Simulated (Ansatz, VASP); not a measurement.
Cu: VASP beside Ansatz

The input POSCAR:

```
Cu
1.0
   -1.4476911059      1.4476911059      1.3693140264
    1.4476911059     -1.4476911059      1.3693140264
    1.4476911059      1.4476911059     -1.3693140264
Cu
1
Direct
    0.0000000000      0.0000000000      0.0000000000
```

Contents of INCAR.step1:

```
PREC = Accurate
ENCUT = 520
ISMEAR = 0
SIGMA = 0.1
LREAL = False
LASPH = True
NELM = 100
NBANDS = 12
GGA = PE
ALGO = Normal
EDIFF = 1E-4
LWAVE = True
LCHARG = False
```

The input INCAR.step2:

```
PREC = Accurate
ENCUT = 520
EDIFF = 1E-6
ISMEAR = 0
SIGMA = 0.1
LREAL = False
LASPH = True
NELM = 100
ALGO = Normal
ISIF = 2
LWAVE = False
LCHARG = False
METAGGA = R2SCAN
LMIXTAU = True
NBANDS = 12
ISTART = 1
```

The input KPOINTS:

```
Automatic mesh
0
Gamma
  20 20 20
```

Input for Ansatz:

```yaml
crystal:
  lattice:
    - [-1.4476911059, 1.4476911059, 1.3693140264]
    - [1.4476911059, -1.4476911059, 1.3693140264]
    - [1.4476911059, 1.4476911059, -1.3693140264]
  atoms:
    - { symbol: Cu, position: [0.0, 0.0, 0.0] }
basis:
  ecutwfc: 500
kpoints:
  mp_grid: { grid: [20, 20, 20] }
  band_path:
    path:
      - [[0.0, 0.0, 0.0], [0.0, 0.0, 0.5], [-0.5, 0.5, 0.5], [0.0, 0.0, 0.0], [0.47366308, 0.47366308, -0.47366308]]
      - [[-0.47366308, 0.52633692, 0.47366308], [-0.5, 0.5, 0.5]]
      - [[0.0, 0.0, 0.5], [0.25, 0.25, 0.25], [0.0, 0.5, 0.0], [0.0, 0.0, 0.0]]
    npoints: 14
hamiltonian:
  xc: r2scan
scf:
  occupations: { method: gaussian, width: 0.1 }
output:
  forces: true
  stress: true
  eigenvalues: true
  populations: true
  dos: { projected: true, de: 0.02, nscf_kmesh: { grid: [30, 30, 30] } }
  bader: true
```

Alike in both runs: task single point; functional r2SCAN; k mesh 20 × 20 × 20; occupations gaussian, width 0.1 eV; no spin polarisation.

```csv
,VASP,Ansatz
version,VASP 6.6.1,Ansatz 0.2.0
potentials or method,"VASP PAW PBE potentials, release 64 (Cu), cutoff 520 eV","scalar-relativistic, plane waves, PAW"
valence electrons in the cell,11,19
```

|  | VASP | Ansatz | Ansatz less VASP |
| --- | --- | --- | --- |
| gap on the k mesh at the Fermi level (eV) | none | none | - |
| pressure (GPa) | 0.7 | 0.0 | -0.66 |
| traceless stress, the component that is largest in VASP (GPa) | -0.08 | -0.02 | +0.058 |

VASP's potentials were made for PBE, not for r2SCAN. A gap of «none» marks a metal or a gap that the smearing closes. With one functional, cell and mesh, what is left measures potentials, basis and numerics. VASP's potentials hold 11 valence electrons a cell and Ansatz's 19, so a difference there can come from the potentials and not from the codes.
